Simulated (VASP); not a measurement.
# MgO (Fm-3m) in VASP: a series of runs, part 3 of 3

VASP 6.6.1. The steps go on from the part before.

**5. Single point, PBE (strain -2.0%)**

Input file INCAR:

```
PREC = Accurate ; ENCUT = 520
EDIFF = 1E-6 ; ISMEAR = 0
SIGMA = 0.01 ; LREAL = F
LASPH = T ; NELM = 100
ALGO = Normal ; ISIF = 2
LWAVE = F ; LCHARG = F
GGA = PE ; NBANDS = 11
```

Input file KPOINTS:

```
regular mesh
0
Gamma
  6 6 6
```

Input file POSCAR:

```
MgO
1.0
    0.0000000000      2.0601240671      2.0601240671
    2.0601240671      0.0000000000      2.0601240671
    2.0601240671      2.0601240671      0.0000000000
Mg O
1 1
Direct
    0.0000000000      0.0000000000      0.0000000000
    0.5000000000      0.5000000000      0.5000000000
```

Potentials or basis: VASP PAW PBE potentials, release 64 (Mg, O).

The run is started by

```sh
> cat potpaw_PBE.64/Mg/POTCAR potpaw_PBE.64/O/POTCAR > POTCAR
> mpirun -np 1 vasp_std > vasp.out
```

OUTCAR:

```text
PREC = Accurate
   ENCUT = 520
   EDIFF = 1E-6
   ISMEAR = 0
   LREAL = F
   LASPH = T
   NELM = 100
   ISIF = 2
   GGA = PE

 ion  position               nearest neighbor table
   1  0.000  0.000  0.000-   2 2.06   2 2.06   2 2.06   2 2.06   2 2.06   2 2.06
   2  0.500  0.500  0.500-   1 2.06   1 2.06   1 2.06   1 2.06   1 2.06   1 2.06

  LATTYP: Found a face centered cubic cell.
 ALAT       =     4.1202481342

  Lattice vectors:

 A1 = (   0.0000000000,   2.0601240671,   2.0601240671)
 A2 = (   2.0601240671,   0.0000000000,   2.0601240671)
 A3 = (   2.0601240671,   2.0601240671,   0.0000000000)

Analysis of symmetry for initial positions (statically):
=====================================================================
 Subroutine PRICEL returns:
 Original cell was already a primitive cell.

 Routine SETGRP: Setting up the symmetry group for a
 face centered cubic supercell.

 Subroutine GETGRP returns: Found 48 space group operations
 (whereof 48 operations were pure point group operations)
 out of a pool of 48 trial point group operations.

[... 163 lines left out ...]
      1     -13.9132      2.00000
      2       3.7028      2.00000
      3       3.7028      2.00000
      4       3.7028      2.00000
      5       9.0999      0.00000
      6      19.8742      0.00000
      7      19.8742      0.00000
      8      19.8742      0.00000
      9      23.9691      0.00000
     10      25.8238      0.00000
     11      25.8238      0.00000
[... 197 lines left out ...]
 k-point    16 :      -0.3333    0.5000    0.1667
  band No.  band energies     occupation
      1     -12.1255      2.00000
      2      -0.1055      2.00000
      3       1.2952      2.00000
      4       1.9169      2.00000
      5      14.5246      0.00000
      6      15.9127      0.00000
      7      16.7859      0.00000
      8      21.1413      0.00000
      9      24.8597      0.00000
     10      29.2808      0.00000
     11      31.0544      0.00000

------------------------ aborting loop because EDIFF is reached ----------------------------------------

  FORCE on cell =-STRESS in cart. coord.  units (eV):
  Direction    XX          YY          ZZ          XY          YZ          ZX
  --------------------------------------------------------------------------------------
  -------------------------------------------------------------------------------------
  Total        1.8152764      1.8152764      1.8152764     -0.0000000      0.0000000      0.0000000
  in kB      166.3195215    166.3195215    166.3195215     -0.0000000      0.0000000      0.0000000
  external PRESSURE =     166.3195215 kB  Pullay stress =       0.0000000 kB

 VOLUME and BASIS-vectors are now :
 -----------------------------------------------------------------------------
  energy-cutoff  :      520.00
  volume of cell :       17.49
      direct lattice vectors                 reciprocal lattice vectors
     0.000000000  2.060124067  2.060124067    -0.242703829  0.242703829  0.242703829
     2.060124067  0.000000000  2.060124067     0.242703829 -0.242703829  0.242703829
     2.060124067  2.060124067  0.000000000     0.242703829  0.242703829 -0.242703829

 POSITION                                       TOTAL-FORCE (eV/Angst)
 -----------------------------------------------------------------------------------
      0.00000      0.00000      0.00000        -0.000000     -0.000000      0.000000
      2.06012      2.06012      2.06012         0.000000      0.000000     -0.000000
 -----------------------------------------------------------------------------------
    total drift:                               -0.000000     -0.000000      0.000000

  FREE ENERGIE OF THE ION-ELECTRON SYSTEM (eV)
  ---------------------------------------------------
  free  energy   TOTEN  =       -11.8291188572 eV

  energy  without entropy=      -11.8291188572  energy(sigma->0) =      -11.82911886
```

stdout:

```text
POSCAR found type information on POSCAR MgO
 POSCAR found :  2 types and       2 ions
 scaLAPACK will be used
 LDA part: xc-table for (Slater+PW92), standard interpolation
 POSCAR, INCAR and KPOINTS ok, starting setup
 FFT: planning ... GRIDC
 FFT: planning ... GRID_SOFT
 FFT: planning ... GRID
 WAVECAR not read
 entering main loop
```

Wall time 2 s (1 thread of Intel Xeon 6975P-C (Granite Rapids), shared host); peak memory 0.13 GiB.

What came out:

| Quantity | Value |
| --- | --- |
| Free energy | -11.8291 eV |
| Pressure | 16.6 GPa |
| Band gap on the k mesh | 5.40 eV, direct |

Caveat: the k points lie up to 0.44 Å⁻¹ apart; the cell differs from its parent crystal (strain -2.0%).

**6. Single point, PBE (strain -1.0%)**

Input file INCAR:

```
PREC = Accurate
ENCUT = 520
EDIFF = 1E-7
ISMEAR = 0
SIGMA = 0.01
LREAL = F
LASPH = T
NELM = 80
ALGO = Normal
ISIF = 2
LWAVE = F
LCHARG = F
GGA = PE
NBANDS = 11
```

Input file KPOINTS:

```
Automatic mesh
0
Gamma
  6 6 6
```

Input file POSCAR:

```
MgO
1.0
    0.0000000000      2.0811457413      2.0811457413
    2.0811457413      0.0000000000      2.0811457413
    2.0811457413      2.0811457413      0.0000000000
Mg O
1 1
Direct
    0.0000000000      0.0000000000      0.0000000000
    0.5000000000      0.5000000000      0.5000000000
```

Potentials or basis: VASP PAW PBE potentials, release 64 (Mg, O).

The run is started by

```sh
> cat potpaw_PBE.64/Mg/POTCAR potpaw_PBE.64/O/POTCAR > POTCAR
> mpirun -np 1 vasp_std > vasp.out
```

It took 2.3 s on 1 thread of Intel Xeon 6975P-C (Granite Rapids), shared host; peak memory 0.13 GiB.

The run converged. Its results:

| Item | Value |
| --- | --- |
| Free energy | -11.8754 eV |
| Pressure | 10.4 GPa |
| Band gap on the k mesh | 5.08 eV, direct |

Levels at points of the mesh, in eV from the valence-band top:
| k point | band 2 | band 3 | band 4 | band 5 | band 6 | band 7 |
| --- | --- | --- | --- | --- | --- | --- |
| (0.00, 0.00, 0.00) | 0.00 | 0.00 | 0.00 | 5.08 | 16.00 | 16.00 |
| (0.50, 0.00, 0.00) | -4.78 | -0.69 | -0.69 | 8.13 | 13.02 | 16.68 |
| (0.50, 0.50, 0.00) | -4.23 | -1.40 | -1.40 | 9.16 | 10.36 | 13.48 |

Caveat: the k points lie up to 0.44 Å⁻¹ apart; the cell differs from its parent crystal (strain -1.0%).

**7. The runs side by side**

| cell | gap on the mesh (eV) | pressure (GPa) |
| --- | --- | --- |
| a = 2.973 Å, angles 60.0°, 2 atoms | 4.78 | 4.9 |
| a = 2.854 Å, angles 60.0°, 2 atoms | 6.08 | 31.9 |
| a = 2.884 Å, angles 60.0°, 2 atoms | 5.73 | 23.8 |
| a = 2.913 Å, angles 60.0°, 2 atoms | 5.40 | 16.6 |
| a = 2.943 Å, angles 60.0°, 2 atoms | 5.08 | 10.4 |

Alike in all rows: task single point; level PBE; potentials or basis VASP PAW PBE potentials, release 64 (Mg, O); no spin polarisation; k mesh 6 × 6 × 6; cutoff (eV) 520; smearing gaussian 0.01 eV.

Caveats: all runs use coarse meshes.

Total energies depend on the potentials used, so only differences within one code and one set of settings carry meaning.
